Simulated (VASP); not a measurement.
# CuO in VASP: a series of runs

The runs below take CuO through single point, with PBE.

All numbers are computed with VASP 6.6.1; they aren't measurements. Logs are shortened: lines on timing, memory, paths and dates and some standing lists are left out, and cuts for length are marked.

**1. The cell of the first run**

The typed cell holds 4 atoms: a = 2.864 Å, b = 2.864 Å, c = 5.133 Å, α = 90.01°, β = 90.01°, γ = 89.90°.

**2. Single point, PBE (volume scaled by 0.94, then relaxed in part)**

INCAR reads:

```
PREC = Accurate ; ENCUT = 520
EDIFF = 1E-6 ; ISMEAR = 0
SIGMA = 0.1 ; LREAL = False
LASPH = True ; NELM = 80
ALGO = Normal ; ISIF = 2
LWAVE = False ; LCHARG = False
GGA = PE ; NBANDS = 25
```

KPOINTS reads:

```
Automatic mesh
0
Gamma
  14 14 8
```

POSCAR reads:

```
CuO
1.0
    2.0206701955     -2.0232914535      0.1582632681
    2.0206701955      2.0232914535      0.1582632681
   -0.4019701170      0.0000000000      5.1175914372
Cu O
2 2
Direct
    0.0000000000      0.5000000000      0.0000000000
    0.5000000000      0.0000000000      0.5000000000
    0.5000677725      0.4999322275      0.2500000000
    0.4999322275      0.5000677725      0.7500000000
```

Potentials or basis: VASP PAW PBE potentials, release 64 (Cu, O).

The run is started by

```
cat potpaw_PBE.64/Cu/POTCAR potpaw_PBE.64/O/POTCAR > POTCAR
mpirun -np 1 vasp_std > vasp.out
```

OUTCAR:

```text
PREC = Accurate
   ENCUT = 520
   EDIFF = 1E-6
   ISMEAR = 0
   LREAL = False
   LASPH = True
   NELM = 80
   ISIF = 2
   GGA = PE

 ion  position               nearest neighbor table
   1  0.000  0.500  0.000-   3 1.92   4 1.92   4 1.92   3 1.92
   2  0.500  0.000  0.500-   4 1.92   3 1.92   4 1.92   3 1.92
   3  0.500  0.500  0.250-   2 1.92   1 1.92   2 1.92   1 1.92
   4  0.500  0.500  0.750-   1 1.92   2 1.92   2 1.92   1 1.92

  LATTYP: Found a base centered monoclinic cell.
 ALAT       =     4.0537169615
 B/A-ratio  =     0.9982401202
 C/A-ratio  =     1.2663325862
 COS(beta)  =    -0.0002231987

  Lattice vectors:

 A1 = (   2.0206701955,  -2.0232914535,   0.1582632681)
 A2 = (   2.0206701955,   2.0232914535,   0.1582632681)
 A3 = (  -0.4019701170,   0.0000000000,   5.1175914372)

Analysis of symmetry for initial positions (statically):
=====================================================================
 Subroutine PRICEL returns:
 Original cell was already a primitive cell.

 Routine SETGRP: Setting up the symmetry group for a
 base centered monoclinic supercell.

 Subroutine GETGRP returns: Found  4 space group operations
 (whereof  2 operations were pure point group operations)
 out of a pool of  4 trial point group operations.

The static configuration has the point symmetry S_2 .
 The point group associated with its full space group is C_2h.

Analysis of symmetry for dynamics (positions and initial velocities):
=====================================================================
 Subroutine PRICEL returns:
 Original cell was already a primitive cell.

 Routine SETGRP: Setting up the symmetry group for a
 base centered monoclinic supercell.

 Subroutine GETGRP returns: Found  4 space group operations
 (whereof  2 operations were pure point group operations)
 out of a pool of  4 trial point group operations.

The dynamic configuration has the point symmetry S_2 .
 The point group associated with its full space group is C_2h.

 Subroutine INISYM returns: Found  4 space group operations
 (whereof  2 operations are pure point group operations),
 and found     1 'primitive' translations

----------------------------------------------------------------------------------------

                                     Primitive cell

  volume of cell :      42.1030

  direct lattice vectors                    reciprocal lattice vectors
     2.020670196 -2.023291454  0.158263268     0.245929709 -0.247122084  0.019316977
[... 85 lines left out ...]
   LNONCOLLINEAR =      F non collinear calculations
   LSORBIT =      F    spin-orbit coupling
   LASPH  =      T    aspherical Exc in radial PAW
   ENCUT  =  520.0 eV  38.22 Ry    6.18 a.u.   5.32  5.32  9.54*2*pi/ulx,y,z
   NELM   =     80;   NELMIN=  2; NELMDL= -5     # of ELM steps
   EDIFF  = 0.1E-05   stopping-criterion for ELM
   LREAL  =      F    real-space projection
   EDIFFG = 0.1E-04   stopping-criterion for IOM
   NSW    =      0    number of steps for IOM
   IBRION =     -1    ionic relax: 0-MD 1-quasi-New 2-CG
   NFREE  =      0    steps in history (QN), initial steepest desc. (CG)
   ISIF   =      2    stress and relaxation
   ISYM   =      2    0-nonsym 1-usesym 2-fastsym
   POTIM  = 0.5000    time-step for ionic-motion
   TEBEG  =    0.0;   TEEND  =   0.0 temperature during run
   PSTRESS=    0.0 pullay stress
   NELECT =      34.0000    total number of electrons
   NUPDOWN=      -1.0000    fix difference up-down
   EMIN   =  10.00;   EMAX   =-10.00  energy-range for DOS
   EFERMI =   0.00;   METHOD = LEGACY
   ISMEAR =     0;   SIGMA  =   0.10  broadening in eV -4-tet -1-fermi 0-gaus
   EFERMI_NEDOS =   21; number of points for ismear=-14 and -15
   IALGO  =     38    algorithm
   IMIX   =      4    mixing-type and parameters
     AMIX     =   0.40;   BMIX     =  1.00
     AMIX_MAG =   1.60;   BMIX_MAG =  1.00
  volume/ion in A,a.u.               =      10.53        71.03
  Fermi-wavevector in a.u.,A,eV,Ry     =   1.524509  2.880905 31.621695  2.324129
  Thomas-Fermi vector in A             =   2.632807
   LORBIT       =      0    0 simple, 1 ext, 2 COOP (PROOUT), +10 PAW based schemes
   GGA     = PE    functional components
   LHFCALC =     F    Hartree Fock is set to
   AEXX    =    0.0000 exact exchange contribution
   IVDW    =     0    specifies the selected vdW correction
   LEPSILON=     F    determine dielectric tensor
   LRPA    =     F    only Hartree local field effects (RPA)
 non-spin polarized calculation
 Gauss-broadening in eV      SIGMA  =   0.10
  energy-cutoff  :      520.00
  volume of cell :       42.10
 maximum number of plane-waves:      1155
 NGX is ok and might be reduce to    24
   NGX = 11   NGY = 11   NGZ = 19

 number of electron      33.9999970 magnetization

 Free energy of the ion-electron system (eV)
  ---------------------------------------------------
  ext. energy  EPLUGINS =         0.00000000
  ---------------------------------------------------
  free energy    TOTEN  =       -19.64596572 eV

  energy without entropy =      -19.63321658  energy(sigma->0) =      -19.63959115

 E-fermi :   5.5513     XC(G=0): -11.6117

 val. band max:        5.5508143199   @ k =  -0.2143   0.0714   0.1250
 cond. band min:       5.5521951828   @ k =  -0.0714  -0.2143   0.1250
 fundamental gap:      0.0013808629
 Fermi energy:         5.5512860082

 k-point     1 :       0.0000    0.0000    0.0000
  band No.  band energies     occupation
      1     -14.6736      2.00000
      2     -13.3067      2.00000
      3      -3.0445      2.00000
      4      -0.1676      2.00000
      5      -0.1640      2.00000
      6       1.5337      2.00000
[... 661 lines left out ...]
     24      18.9485      0.00000
     25      20.8205      0.00000

 [... further k-points ...]
[... 5 lines left out ...]
  --------------------------------------------------------------------------------------
  -------------------------------------------------------------------------------------
  Total        2.6790087      2.6782124      2.8469029      0.0000000      0.0000000     -0.0132254
  in kB      101.9463429    101.9160382    108.3353448      0.0000000      0.0000000     -0.5032769
  external PRESSURE =     104.0659086 kB  Pullay stress =       0.0000000 kB

 VOLUME and BASIS-vectors are now :
 -----------------------------------------------------------------------------
  energy-cutoff  :      520.00
  volume of cell :       42.10
      direct lattice vectors                 reciprocal lattice vectors
     2.020670196 -2.023291454  0.158263268     0.245929709 -0.247122084  0.019316977
     2.020670196  2.023291454  0.158263268     0.245929709  0.247122084  0.019316977
    -0.401970117  0.000000000  5.117591437    -0.015210921  0.000000000  0.194209654

 POSITION                                       TOTAL-FORCE (eV/Angst)
 -----------------------------------------------------------------------------------
      1.01034      1.01165      0.07913         0.000000     -0.000000      0.000000
      0.80935     -1.01165      2.63793         0.000000     -0.000000      0.000000
      1.92018     -0.00027      1.43766         0.000000     -0.000022     -0.000000
      1.71919      0.00027      3.99646        -0.000000      0.000022     -0.000000
 -----------------------------------------------------------------------------------
    total drift:                                0.000000      0.000000     -0.000000

  FREE ENERGIE OF THE ION-ELECTRON SYSTEM (eV)
  ---------------------------------------------------
  free  energy   TOTEN  =       -19.6459657176 eV

  energy  without entropy=      -19.6332165824  energy(sigma->0) =      -19.63959115
```

OSZICAR:

```text
N       E                     dE             d eps       ncg     rms          rms(c)
DAV:   1     0.300166051678E+03    0.30017E+03   -0.16418E+04 22699   0.214E+03
DAV:   2     0.121569290844E+02   -0.28801E+03   -0.26491E+03 21743   0.396E+02
DAV:   3    -0.246826057389E+02   -0.36840E+02   -0.34951E+02 27095   0.158E+02
DAV:   4    -0.259229306717E+02   -0.12403E+01   -0.12347E+01 26426   0.309E+01
DAV:   5    -0.259473806346E+02   -0.24450E-01   -0.24438E-01 27881   0.383E+00    0.178E+01
DAV:   6    -0.231411066946E+02    0.28063E+01   -0.37026E+01 30756   0.154E+02    0.132E+01
DAV:   7    -0.195838843560E+02    0.35572E+01   -0.10171E+01 26120   0.116E+02    0.257E+00
DAV:   8    -0.196815075235E+02   -0.97623E-01   -0.14761E+00 22464   0.816E+00    0.164E+00
DAV:   9    -0.196512264173E+02    0.30281E-01   -0.55608E-02 33664   0.653E+00    0.540E-01
DAV:  10    -0.196467269063E+02    0.44995E-02   -0.14090E-02 32145   0.181E+00    0.356E-01
DAV:  11    -0.196459205579E+02    0.80635E-03   -0.73530E-03 33038   0.827E-01    0.557E-02
DAV:  12    -0.196459216576E+02   -0.10997E-05   -0.34805E-04 28238   0.205E-01    0.328E-02
DAV:  13    -0.196459678933E+02   -0.46236E-04   -0.77522E-05 30774   0.886E-02    0.120E-02
DAV:  14    -0.196459661473E+02    0.17460E-05   -0.43117E-06 26264   0.629E-02    0.775E-03
DAV:  15    -0.196459657176E+02    0.42971E-06   -0.29044E-06 22614   0.159E-02
   1 F= -.19645966E+02 E0= -.19639591E+02  d E =-.127491E-01
```

stdout:

```text
POSCAR found type information on POSCAR CuO
 POSCAR found :  2 types and       4 ions
 scaLAPACK will be used
 LDA part: xc-table for (Slater+PW92), standard interpolation
 POSCAR, INCAR and KPOINTS ok, starting setup
 FFT: planning ... GRIDC
 FFT: planning ... GRID_SOFT
 FFT: planning ... GRID
 WAVECAR not read
 entering main loop
```

It took 4.3 min on 1 thread of Intel Xeon 6975P-C, shared host; peak memory 0.46 GiB.

What came out:

- Free energy: -19.6460 eV
- Pressure: 10.4 GPa
- Band gap on the k mesh: zero (band 17 reaches 6.22 eV, above the bottom of band 18 at 5.06 eV)

Levels at points of the mesh, in eV from the Fermi level:
| k point | band 13 | band 14 | band 15 | band 16 | band 17 | band 18 | band 19 | band 20 | band 21 | band 22 |
| --- | --- | --- | --- | --- | --- | --- | --- | --- | --- | --- |
| (0.00, 0.00, 0.00) | -2.57 | -2.53 | -2.44 | -2.12 | 0.67 | 0.67 | 1.54 | 6.20 | 7.44 | 13.70 |
| (0.50, 0.00, 0.00) | -2.39 | -2.04 | -1.68 | -1.60 | 0.22 | 0.44 | 3.48 | 6.09 | 6.73 | 11.21 |
| (0.50, 0.50, 0.00) | -2.47 | -2.47 | -1.65 | -1.25 | -1.25 | 1.19 | 2.04 | 7.14 | 10.11 | 10.15 |
| (0.00, 0.00, 0.50) | -2.48 | -2.48 | -1.64 | -1.64 | 0.07 | 0.07 | 3.63 | 3.63 | 11.71 | 11.71 |
| (0.50, 0.00, 0.50) | -2.55 | -2.52 | -2.14 | -1.93 | -0.13 | 0.68 | 4.22 | 6.04 | 8.43 | 9.24 |
| (0.50, 0.50, 0.50) | -2.10 | -2.10 | -1.49 | -1.49 | -0.49 | -0.49 | 3.93 | 3.93 | 11.03 | 11.03 |

Caveat: semilocal functionals often make such compounds metallic where correlation or magnetic order opens a gap, which also shifts bond lengths.

**3. Single point, PBE (volume scaled by 0.97, then relaxed in part)**

INCAR reads:

```
SYSTEM = CuO
PREC     = Accurate       ! precision mode
ENCUT    = 520            ! plane-wave cutoff, eV
EDIFF    = 1E-6           ! SCF threshold, eV
ISMEAR   = 0              ! smearing method
SIGMA    = 0.1            ! smearing width, eV
LREAL    = .False.        ! projectors in reciprocal space
LASPH    = .True.         ! aspherical terms in the spheres
NELM     = 60             ! most SCF steps
ALGO     = Normal         ! electronic algorithm
ISIF     = 2              ! what is computed and relaxed
LWAVE    = .False.        ! write WAVECAR
LCHARG   = .False.        ! write CHGCAR
GGA      = PE             ! functional
NBANDS   = 25             ! bands
```

KPOINTS reads:

```
Automatic mesh
0
Gamma
  14 14 8
  0 0 0
```

POSCAR reads:

```
CuO
1.0
    2.0516263196     -2.0539552260      0.1606824880
    2.0516263196      2.0539552260      0.1606824880
   -0.4024707334      0.0000000000      5.1235860225
Cu O
2 2
Direct
    0.0000000000      0.5000000000      0.0000000000
    0.5000000000      0.0000000000      0.5000000000
    0.5000687225      0.4999312775      0.2500000000
    0.4999312775      0.5000687225      0.7500000000
```

Potentials or basis: VASP PAW PBE potentials, release 64 (Cu, O).

The run is started by

```
cat potpaw_PBE.64/Cu/POTCAR potpaw_PBE.64/O/POTCAR > POTCAR
mpirun -np 1 vasp_std > vasp.out
```

Run time: 4 min. Hardware: 1 thread of Intel Xeon 6975P-C, shared host; peak memory 0.47 GiB.

The run converged. Its results:

| Property | Result |
| --- | --- |
| Free energy | -19.7110 eV |
| Pressure | 5.2 GPa |
| Band gap on the k mesh | zero (band 17 reaches 5.81 eV, above the bottom of band 18 at 4.64 eV) |

Stress tensor (GPa, compression positive):
```
 5.02  0.00 -0.04
 0.00  5.04  0.00
-0.04  0.00  5.58
```

Levels at points of the mesh, in eV from the Fermi level:
| k point | band 13 | band 14 | band 15 | band 16 | band 17 | band 18 | band 19 | band 20 | band 21 | band 22 |
| --- | --- | --- | --- | --- | --- | --- | --- | --- | --- | --- |
| (0.00, 0.00, 0.00) | -2.48 | -2.45 | -2.36 | -2.00 | 0.66 | 0.67 | 1.45 | 6.13 | 7.35 | 13.40 |
| (0.50, 0.00, 0.00) | -2.34 | -1.96 | -1.63 | -1.55 | 0.21 | 0.45 | 3.62 | 5.94 | 6.57 | 11.03 |
| (0.50, 0.50, 0.00) | -2.41 | -2.41 | -1.64 | -1.23 | -1.23 | 1.14 | 2.09 | 7.17 | 9.94 | 9.97 |
| (0.00, 0.00, 0.50) | -2.37 | -2.37 | -1.60 | -1.60 | 0.09 | 0.09 | 3.53 | 3.53 | 11.67 | 11.67 |
| (0.50, 0.00, 0.50) | -2.46 | -2.43 | -2.08 | -1.88 | -0.16 | 0.67 | 4.28 | 5.93 | 8.34 | 8.92 |
| (0.50, 0.50, 0.50) | -1.99 | -1.99 | -1.46 | -1.46 | -0.51 | -0.51 | 3.97 | 3.97 | 10.69 | 10.69 |

Caveat: semilocal functionals often make such compounds metallic where correlation or magnetic order opens a gap, which also shifts bond lengths.

(Part 1 of 3 ends here.)
